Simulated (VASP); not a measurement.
Y3AlN4:

```
Y Al N
1.0
     4.91221    0.01591    0.05589
     0.01591    4.72201   -0.05284
    -2.41008   -2.42000    4.70164
Y Al N
3 1 4
Direct
  0.24539 0.81045 0.52242
  0.75085 0.24535 0.51048
  0.50241 0.45906 0.00525
  0.06484 0.04018 0.02118
  0.95540 0.49694 0.97274
  0.45923 0.97483 0.96316
  0.26202 0.18473 0.45834
  0.75985 0.78846 0.54645
```

* Program: VASP 6.6.1
* Task: relaxation of cell and atoms
* Functional: PBE
* Potentials or basis: VASP PAW PBE potentials, release 64 (Y_sv, Al, N)
* Cutoff: 600 eV
* k mesh: 4 × 4 × 4
* Occupations: gaussian, width 0.1 eV
* Spin: no spin polarisation

At the start: pressure 8.3 GPa; volume 13.63 Å³/atom.

Problem. How do energy, volume and symmetry change on relaxing?

Solution. Over 24 steps the energy falls by 339.9 meV/atom and the volume is 13.84 Å³/atom (+1.5 %); space group P1 (No. 1, to 0.1 Å) before, Fmm2 (No. 42, to 0.1 Å).

Step by step:
| step | energy change (eV) | largest force (eV/Å) | pressure (GPa) | volume (Å³) |
| --- | --- | --- | --- | --- |
| 1 | 0.0000 | 7.2170 | 8.32 | 109.06 |
| 2 | -1.5424 | 1.2224 | -12.10 | 120.44 |
| 3 | -1.7690 | 1.3356 | -8.42 | 116.32 |
| 4 | -2.2539 | 0.9113 | 4.73 | 106.47 |
| 5 | -2.2594 | 0.9246 | 3.29 | 107.31 |
| 6 | -2.4344 | 0.5250 | 1.08 | 108.52 |
| 7 | -2.4515 | 0.5421 | 0.31 | 109.03 |
| 8 | -2.5099 | 0.5593 | -0.54 | 109.68 |
| 9 | -2.5489 | 0.7533 | -1.63 | 110.79 |
| 10 | -2.5821 | 0.7452 | -1.00 | 110.49 |
| 11 | -2.6402 | 0.6329 | 1.22 | 109.60 |
| 12 | -2.6748 | 0.4396 | 0.45 | 110.21 |
| 13 | -2.6881 | 0.3464 | -0.28 | 110.90 |
| 14 | -2.7016 | 0.2419 | -0.13 | 110.86 |
| 15 | -2.7109 | 0.1560 | 0.16 | 110.80 |
| 16 | -2.7148 | 0.0902 | -0.14 | 110.96 |
| 17 | -2.7163 | 0.0634 | -0.44 | 111.13 |
| 18 | -2.7177 | 0.0527 | 0.18 | 110.67 |
| 19 | -2.7177 | 0.0542 | 0.22 | 110.63 |
| 20 | -2.7184 | 0.0407 | 0.02 | 110.72 |
| 21 | -2.7185 | 0.0435 | -0.02 | 110.74 |
| 22 | -2.7187 | 0.0344 | 0.00 | 110.73 |
| 23 | -2.7188 | 0.0308 | 0.02 | 110.71 |
| 24 | -2.7189 | 0.0144 | -0.02 | 110.73 |

Final structure:
```xyz
8
Lattice="4.9278 0.0082 0.0009 0.0072 4.9259 -0.0005 -2.4676 -2.4672 4.5617" Properties=species:S:1:pos:R:3 pbc="T T T"
Y     0.0601    2.5189    2.2808
Y     2.5208    0.0597    2.2816
Y     2.5166    2.5145    0.0005
Al    0.2722    0.2728    0.0018
N     4.8556    2.1657    0.0013
N    -0.3027    2.3915    4.5613
N    -0.0271   -0.0277    2.1267
N     2.4414    2.4394    2.4328
```
